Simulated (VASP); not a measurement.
# Ge (P6_3/mmc) in VASP: further runs

Runs on Ge. Level: PBE. Tasks: single point.

Everything below comes from runs of VASP 6.6.1. Logs are shortened: lines on timing, memory, paths and dates and some standing lists are left out, and cuts for length are marked.

## Step 1: The cell of the first run

The structure is hexagonal, space group P6_3/mmc (No. 194). The conventional cell has a = 4.058 Å, b = 4.058 Å, c = 6.793 Å, α = 90.00°, β = 90.00°, γ = 120.00°. Ge (site symmetry 3m) has 4 Ge at 2.50 to 2.53 Å within 3.3 Å.

This isn't the form of Ge at room conditions, which is diamond.

## Step 2: Single point, PBE (strain along c alone, the other axes held: +1.5 %, then relaxed in part)

INCAR reads:

```
PREC = Accurate
ENCUT = 520
EDIFF = 1E-6
ISMEAR = 0
SIGMA = 0.1
LREAL = False
LASPH = True
NELM = 80
ALGO = Normal
ISIF = 2
LWAVE = False
LCHARG = True
GGA = PE
LELF = True
LVHAR = True
NBANDS = 36
```

KPOINTS reads:

```
regular mesh
0
Gamma
  12 12 8
```

POSCAR reads:

```
Ge
1.0
    4.0581567077      0.0000000000      0.0000000000
   -2.0290783538      3.5144668014      0.0000000000
    0.0000000000      0.0000000000      6.7929161161
Ge
4
Direct
    0.6666666667      0.3333333333      0.0635447109
    0.3333333333      0.6666666667      0.5635447109
    0.6666666667      0.3333333333      0.4364552891
    0.3333333333      0.6666666667      0.9364552891
```

Potentials or basis: VASP PAW PBE potentials, release 64 (Ge_d).

On the command line:

```console
$ cat potpaw_PBE.64/Ge_d/POTCAR > POTCAR
$ mpirun -np 1 vasp_std > vasp.out
```

OUTCAR:

```text
PREC = Accurate
   ENCUT = 520
   EDIFF = 1E-6
   ISMEAR = 0
   LREAL = False
   LASPH = True
   NELM = 80
   ISIF = 2
   GGA = PE

 ion  position               nearest neighbor table
   1  0.667  0.333  0.064-   4 2.50   4 2.50   4 2.50   3 2.53
   2  0.333  0.667  0.564-   3 2.50   3 2.50   3 2.50   4 2.53
   3  0.667  0.333  0.436-   2 2.50   2 2.50   2 2.50   1 2.53
   4  0.333  0.667  0.936-   1 2.50   1 2.50   1 2.50   2 2.53

  LATTYP: Found a hexagonal cell.
 ALAT       =     4.0581567077
 C/A-ratio  =     1.6738920168

  Lattice vectors:

 A1 = (   4.0581567077,   0.0000000000,   0.0000000000)
 A2 = (  -2.0290783538,   3.5144668014,   0.0000000000)
 A3 = (   0.0000000000,   0.0000000000,   6.7929161161)

Analysis of symmetry for initial positions (statically):
=====================================================================
 Subroutine PRICEL returns:
 Original cell was already a primitive cell.

 Routine SETGRP: Setting up the symmetry group for a
 hexagonal supercell.

 Subroutine GETGRP returns: Found 24 space group operations
 (whereof 12 operations were pure point group operations)
 out of a pool of 24 trial point group operations.

The static configuration has the point symmetry D_3d.
 The point group associated with its full space group is D_6h.

Analysis of symmetry for dynamics (positions and initial velocities):
=====================================================================
 Subroutine PRICEL returns:
 Original cell was already a primitive cell.

 Routine SETGRP: Setting up the symmetry group for a
 hexagonal supercell.

 Subroutine GETGRP returns: Found 24 space group operations
 (whereof 12 operations were pure point group operations)
 out of a pool of 24 trial point group operations.

The dynamic configuration has the point symmetry D_3d.
 The point group associated with its full space group is D_6h.

 Subroutine INISYM returns: Found 24 space group operations
 (whereof 12 operations are pure point group operations),
 and found     1 'primitive' translations

----------------------------------------------------------------------------------------

                                     Primitive cell

  volume of cell :      96.8823

  direct lattice vectors                    reciprocal lattice vectors
     4.058156708  0.000000000  0.000000000     0.246417295  0.142269092  0.000000000
    -2.029078354  3.514466801  0.000000000     0.000000000  0.284538184  0.000000000
     0.000000000  0.000000000  6.792916116     0.000000000  0.000000000  0.147212181

  length of vectors
     4.058156708  4.058156708  6.792916116     0.284538184  0.284538184  0.147212181

  position of ions in fractional coordinates (direct lattice)
     0.666666667  0.333333333  0.063544711
     0.333333333  0.666666667  0.563544711
     0.666666667  0.333333333  0.436455289
     0.333333333  0.666666667  0.936455289

  ion indices of the primitive-cell ions
   primitive index   ion index
                 1           1
                 2           2
                 3           3
                 4           4

----------------------------------------------------------------------------------------

 KPOINTS: regular mesh

Automatic generation of k-mesh.
 Grid dimensions read from file:
 generate k-points for:   12   12    8

 Generating k-lattice:

  Cartesian coordinates                     Fractional coordinates (reciprocal lattice)
     0.020534775  0.011855758  0.000000000     0.083333333  0.000000000  0.000000000
     0.000000000  0.023711515  0.000000000     0.000000000  0.083333333  0.000000000
     0.000000000  0.000000000  0.018401523     0.000000000  0.000000000  0.125000000

  Length of vectors
     0.023711515  0.023711515  0.018401523

  Shift w.r.t. Gamma in fractional coordinates (k-lattice)
     0.000000000  0.000000000  0.000000000

 Subroutine IBZKPT returns following result:
 ===========================================

 Found     95 irreducible k-points:

 Following reciprocal coordinates:
            Coordinates               Weight
  0.000000  0.000000  0.000000      1.000000
  0.083333  0.000000  0.000000      6.000000
  0.166667  0.000000  0.000000      6.000000
  0.250000  0.000000  0.000000      6.000000
  0.333333  0.000000  0.000000      6.000000
  0.416667  0.000000  0.000000      6.000000
[... 16 lines left out ...]
  0.250000  0.000000  0.125000     12.000000
  0.333333  0.000000  0.125000     12.000000
 [... further k-points ...]
   k-points           NKPTS =     95   k-points in BZ     NKDIM =     95   number of bands    NBANDS=     36
   number of dos      NEDOS =    301   number of ions     NIONS =      4
   total plane-waves  NPLWV =  48600
   dimension x,y,z NGX =    30 NGY =   30 NGZ =   54
   dimension x,y,z NGXF=    60 NGYF=   60 NGZF=  108
   ions per type =               4
   NGX,Y,Z   is equivalent  to a cutoff of  12.29, 12.29, 13.22 a.u.
   NGXF,Y,Z  is equivalent  to a cutoff of  24.58, 24.58, 26.43 a.u.
 SYSTEM =  unknown system
   PREC   = accura    normal or accurate (medium, high low for compatibility)
   ISTART =      0    job   : 0-new  1-cont  2-samecut
   ICHARG =      2    charge: 1-file 2-atom 10-const
   ISPIN  =      1    spin polarized calculation?
   LNONCOLLINEAR =      F non collinear calculations
   LSORBIT =      F    spin-orbit coupling
   LASPH  =      T    aspherical Exc in radial PAW
   ENCUT  =  520.0 eV  38.22 Ry    6.18 a.u.   7.55  7.55 12.63*2*pi/ulx,y,z
   NELM   =     80;   NELMIN=  2; NELMDL= -5     # of ELM steps
   EDIFF  = 0.1E-05   stopping-criterion for ELM
   LREAL  =      F    real-space projection
   EDIFFG = 0.1E-04   stopping-criterion for IOM
   NSW    =      0    number of steps for IOM
   IBRION =     -1    ionic relax: 0-MD 1-quasi-New 2-CG
   NFREE  =      0    steps in history (QN), initial steepest desc. (CG)
   ISIF   =      2    stress and relaxation
   ISYM   =      2    0-nonsym 1-usesym 2-fastsym
   POTIM  = 0.5000    time-step for ionic-motion
   TEBEG  =    0.0;   TEEND  =   0.0 temperature during run
   PSTRESS=    0.0 pullay stress
   NELECT =      56.0000    total number of electrons
   NUPDOWN=      -1.0000    fix difference up-down
   EMIN   =  10.00;   EMAX   =-10.00  energy-range for DOS
   EFERMI =   0.00;   METHOD = LEGACY
   ISMEAR =     0;   SIGMA  =   0.10  broadening in eV -4-tet -1-fermi 0-gaus
   EFERMI_NEDOS =   21; number of points for ismear=-14 and -15
   IALGO  =     38    algorithm
   IMIX   =      4    mixing-type and parameters
     AMIX     =   0.40;   BMIX     =  1.00
     AMIX_MAG =   1.60;   BMIX_MAG =  1.00
  volume/ion in A,a.u.               =      24.22       163.45
  Fermi-wavevector in a.u.,A,eV,Ry     =   1.363712  2.577042 25.302897  1.859710
  Thomas-Fermi vector in A             =   2.490091
   LORBIT       =      0    0 simple, 1 ext, 2 COOP (PROOUT), +10 PAW based schemes
   GGA     = PE    functional components
   LHFCALC =     F    Hartree Fock is set to
   AEXX    =    0.0000 exact exchange contribution
   IVDW    =     0    specifies the selected vdW correction
   LEPSILON=     F    determine dielectric tensor
   LRPA    =     F    only Hartree local field effects (RPA)
 non-spin polarized calculation
 Gauss-broadening in eV      SIGMA  =   0.10
  energy-cutoff  :      520.00
  volume of cell :       96.88
 maximum number of plane-waves:      2630
   NGX = 15   NGY = 15   NGZ = 25

 number of electron      55.9999971 magnetization

 Free energy of the ion-electron system (eV)
  ---------------------------------------------------
  ext. energy  EPLUGINS =         0.00000000
  ---------------------------------------------------
  free energy    TOTEN  =       -17.99359413 eV

  energy without entropy =      -17.99295461  energy(sigma->0) =      -17.99327437

 E-fermi :   4.4568     XC(G=0):  -9.6047

 val. band max:        4.4420691732   @ k =   0.0000   0.0000   0.1250
 cond. band min:       4.5130006964   @ k =   0.0000   0.0000   0.2500
 fundamental gap:      0.0709315231
 Fermi energy:         4.4568366021

 k-point     1 :       0.0000    0.0000    0.0000
  band No.  band energies     occupation
      1     -20.4101      2.00000
      2     -20.4101      2.00000
      3     -20.3787      2.00000
      4     -20.3787      2.00000
      5     -20.3686      2.00000
      6     -20.3622      2.00000
[... 28 lines left out ...]
     35       8.8490      0.00000
     36      10.4831      0.00000

 k-point     2 :       0.0833    0.0000    0.0000
  band No.  band energies     occupation
      1     -20.4135      2.00000
      2     -20.4112      2.00000
      3     -20.3806      2.00000
      4     -20.3784      2.00000
      5     -20.3734      2.00000
      6     -20.3573      2.00000
[... 28 lines left out ...]
     35       9.1409      0.00000
     36      10.9131      0.00000

 k-point     3 :       0.1667    0.0000    0.0000
  band No.  band energies     occupation
      1     -20.4195      2.00000
      2     -20.4135      2.00000
      3     -20.3850      2.00000
      4     -20.3815      2.00000
      5     -20.3770      2.00000
      6     -20.3492      2.00000
[... 28 lines left out ...]
     35       9.9014      0.00000
     36      10.2387      0.00000

 k-point     4 :       0.2500    0.0000    0.0000
  band No.  band energies     occupation
      1     -20.4232      2.00000
      2     -20.4156      2.00000
      3     -20.3899      2.00000
      4     -20.3894      2.00000
      5     -20.3729      2.00000
      6     -20.3429      2.00000
[... 28 lines left out ...]
     35      10.4521      0.00000
     36      10.9295      0.00000

 k-point     5 :       0.3333    0.0000    0.0000
  band No.  band energies     occupation
      1     -20.4234      2.00000
      2     -20.4167      2.00000
      3     -20.3978      2.00000
      4     -20.3927      2.00000
      5     -20.3658      2.00000
      6     -20.3389      2.00000
[... 655 lines left out ...]
 k-point    22 :       0.1667    0.0000    0.1250
  band No.  band energies     occupation
      1     -20.4182      2.00000
      2     -20.4127      2.00000
      3     -20.3865      2.00000
      4     -20.3815      2.00000
      5     -20.3779      2.00000
      6     -20.3497      2.00000
[... 28 lines left out ...]
     35       9.7917      0.00000
     36      10.4524      0.00000

 k-point    23 :       0.2500    0.0000    0.1250
  band No.  band energies     occupation
      1     -20.4217      2.00000
      2     -20.4148      2.00000
      3     -20.3907      2.00000
      4     -20.3890      2.00000
      5     -20.3744      2.00000
      6     -20.3433      2.00000
[... 28 lines left out ...]
     35      10.4190      0.00000
     36      10.7990      0.00000

 k-point    24 :       0.3333    0.0000    0.1250
  band No.  band energies     occupation
      1     -20.4217      2.00000
      2     -20.4159      2.00000
      3     -20.3965      2.00000
      4     -20.3938      2.00000
      5     -20.3673      2.00000
      6     -20.3392      2.00000
[... 28 lines left out ...]
     35      11.2512      0.00000
     36      11.8216      0.00000

 [... further k-points ...]

------------------------ aborting loop because EDIFF is reached ----------------------------------------

  FORCE on cell =-STRESS in cart. coord.  units (eV):
  Direction    XX          YY          ZZ          XY          YZ          ZX
  --------------------------------------------------------------------------------------
  -------------------------------------------------------------------------------------
  Total       -0.1525661     -0.1525661     -1.2488173     -0.0000000     -0.0000000      0.0000000
  in kB       -2.5230398     -2.5230398    -20.6521355     -0.0000000     -0.0000000      0.0000000
  external PRESSURE =      -8.5660717 kB  Pullay stress =       0.0000000 kB

 VOLUME and BASIS-vectors are now :
 -----------------------------------------------------------------------------
  energy-cutoff  :      520.00
  volume of cell :       96.88
      direct lattice vectors                 reciprocal lattice vectors
     4.058156708  0.000000000  0.000000000     0.246417295  0.142269092  0.000000000
    -2.029078354  3.514466801  0.000000000     0.000000000  0.284538184  0.000000000
     0.000000000  0.000000000  6.792916116     0.000000000  0.000000000  0.147212181

 POSITION                                       TOTAL-FORCE (eV/Angst)
 -----------------------------------------------------------------------------------
      2.02908      1.17149      0.43165        -0.000000      0.000000     -0.001282
     -0.00000      2.34298      3.82811        -0.000000      0.000000     -0.001282
      2.02908      1.17149      2.96480         0.000000     -0.000000      0.001282
     -0.00000      2.34298      6.36126        -0.000000     -0.000000      0.001282
 -----------------------------------------------------------------------------------
    total drift:                                0.000000     -0.000000      0.000000

  FREE ENERGIE OF THE ION-ELECTRON SYSTEM (eV)
  ---------------------------------------------------
  free  energy   TOTEN  =       -17.9935941320 eV

  energy  without entropy=      -17.9929546106  energy(sigma->0) =      -17.99327437
```

Run time: 8.6 min. Hardware: 1 thread of AMD EPYC 7R43 (Zen 3), shared host; peak memory 0.32 GiB.

Results:

```yaml
Free_energy: -17.9936 eV
Pressure: -0.9 GPa
Band_gap_on_the_k_mesh: zero (filled and empty bands touch)
```

Caveat: the cell differs from its parent crystal (strain along c alone, the other axes held: +1.5 %, then relaxed in part); semilocal functionals underestimate gaps, and a narrow one can read as zero.

## Step 3: Single point, PBE (strain along c alone, the other axes held: +4.5 %, then relaxed in part)

INCAR reads:

```
PREC = Accurate ; ENCUT = 520
EDIFF = 1E-6 ; ISMEAR = 0
SIGMA = 0.1 ; LREAL = False
LASPH = True ; NELM = 60
ALGO = Normal ; ISIF = 2
LWAVE = False ; LCHARG = False
GGA = PE ; NBANDS = 36
```

KPOINTS reads:

```
Automatic mesh
0
Gamma
  12 12 8
```

POSCAR reads:

```
Ge
1.0
    4.0581567077      0.0000000000      0.0000000000
   -2.0290783538      3.5144668014      0.0000000000
    0.0000000000      0.0000000000      6.9936919619
Ge
4
Direct
    0.6666666667      0.3333333333      0.0647790496
    0.3333333333      0.6666666667      0.5647790496
    0.6666666667      0.3333333333      0.4352209504
    0.3333333333      0.6666666667      0.9352209504
```

Potentials or basis: VASP PAW PBE potentials, release 64 (Ge_d).

On the command line:

```console
$ cat potpaw_PBE.64/Ge_d/POTCAR > POTCAR
$ mpirun -np 1 vasp_std > vasp.out
```

Run time: 8.6 min. Hardware: 1 thread of AMD EPYC 7R43 (Zen 3), shared host; peak memory 0.32 GiB.

Results (log left out):

```yaml
Free_energy: -17.9242 eV
Pressure: -2.3 GPa
Band_gap_on_the_k_mesh: zero (bands 28 and 29 overlap by 0.06 eV)
```

Stress tensor (GPa, compression positive):
```
-0.70  0.00  0.00
 0.00 -0.70  0.00
 0.00  0.00 -5.58
```

Levels at points of the mesh, in eV from the Fermi level:
```
           k point  band 24  band 25  band 26  band 27  band 28  band 29  band 30  band 31  band 32  band 33
(0.00, 0.00, 0.00)    -1.19    -1.19    -1.00    -0.38     0.07     0.09     0.09     2.38     2.38     2.40
(0.50, 0.00, 0.00)    -6.72    -4.20    -2.69    -2.57    -1.39     0.76     1.15     3.29     3.66     3.71
(0.00, 0.00, 0.50)    -4.94    -0.68    -0.68    -0.68    -0.68     0.66     0.66     3.34     3.34     3.34
(0.50, 0.00, 0.50)    -7.63    -2.55    -2.55    -2.15    -2.15     0.31     0.31     2.11     2.11     5.68
```

Caveat: the cell differs from its parent crystal (strain along c alone, the other axes held: +4.5 %, then relaxed in part); semilocal functionals underestimate gaps, and a narrow one can read as zero.

## Step 4: Single point, PBE (strain along c alone, the other axes held: +3.0 %, then relaxed in part)

INCAR reads:

```
SYSTEM = Ge
PREC = Accurate
ENCUT = 520
EDIFF = 1E-6
ISMEAR = 0
SIGMA = 0.1
LREAL = .FALSE.
LASPH = .TRUE.
NELM = 100
ALGO = Normal
ISIF = 2
LWAVE = .FALSE.
LCHARG = .TRUE.
GGA = PE
LELF = .TRUE.
LVHAR = .TRUE.
NBANDS = 36
```

KPOINTS reads:

```
regular mesh
0
G
  12 12 8
  0 0 0
```

POSCAR reads:

```
Ge
1.0
    4.0581567077      0.0000000000      0.0000000000
   -2.0290783538      3.5144668014      0.0000000000
    0.0000000000      0.0000000000      6.8933040390
Ge
4
Direct
    0.6666666667      0.3333333333      0.0642135371
    0.3333333333      0.6666666667      0.5642135371
    0.6666666667      0.3333333333      0.4357864629
    0.3333333333      0.6666666667      0.9357864629
```

On the command line:

```console
$ cat potpaw_PBE.64/Ge_d/POTCAR > POTCAR
$ mpirun -np 1 vasp_std > vasp.out
```

Run time: 7.8 min. Hardware: 1 thread of AMD EPYC 7R43 (Zen 3), shared host; peak memory 0.33 GiB.

The run converged. Its results:

* Free energy: -17.9667 eV
* Pressure: -1.6 GPa
* Band gap on the k mesh: 0.02 eV

Stress tensor (GPa, compression positive):
```
-0.49  0.00  0.00
 0.00 -0.49  0.00
 0.00  0.00 -3.92
```

Levels at points of the mesh, in eV from the valence-band top:
| k point | band 24 | band 25 | band 26 | band 27 | band 28 | band 29 | band 30 | band 31 | band 32 | band 33 |
| --- | --- | --- | --- | --- | --- | --- | --- | --- | --- | --- |
| (0.00, 0.00, 0.00) | -1.27 | -1.27 | -0.81 | -0.32 | -0.03 | 0.08 | 0.08 | 2.33 | 2.33 | 2.48 |
| (0.50, 0.00, 0.00) | -6.71 | -4.26 | -2.77 | -2.61 | -1.40 | 0.69 | 1.27 | 3.37 | 3.65 | 3.86 |
| (0.00, 0.00, 0.50) | -4.90 | -0.73 | -0.73 | -0.73 | -0.73 | 0.61 | 0.61 | 3.32 | 3.32 | 3.32 |
| (0.50, 0.00, 0.50) | -7.66 | -2.53 | -2.53 | -2.21 | -2.21 | 0.36 | 0.36 | 2.11 | 2.11 | 5.76 |

Caveat: the cell differs from its parent crystal (strain along c alone, the other axes held: +3.0 %, then relaxed in part); semilocal functionals underestimate gaps, and a narrow one can read as zero. A k mesh can miss the band edges.

## Step 5: Overview

```csv
cell,gap on the mesh (eV),pressure (GPa)
"a = 4.058, b = 4.058, c = 6.793 Å, angles 90.0, 90.0, 120.0°, 4 atoms, atomic positions A",none,-0.9
"a = 4.058, b = 4.058, c = 6.994 Å, angles 90.0, 90.0, 120.0°, 4 atoms, atomic positions B",none,-2.3
"a = 4.058, b = 4.058, c = 6.893 Å, angles 90.0, 90.0, 120.0°, 4 atoms, atomic positions C",0.02,-1.6
```

Alike in all rows: task single point; level PBE; potentials or basis VASP PAW PBE potentials, release 64 (Ge_d); no spin polarisation; k mesh 12 × 12 × 8; cutoff (eV) 520; smearing gaussian 0.1 eV.

Caveats: semilocal functionals underestimate gaps, and a narrow one can read as zero.

Absolute energies hang on the potentials; compare differences alone.

The gap in the log of VASP goes by the Fermi energy; the results here count the filled bands.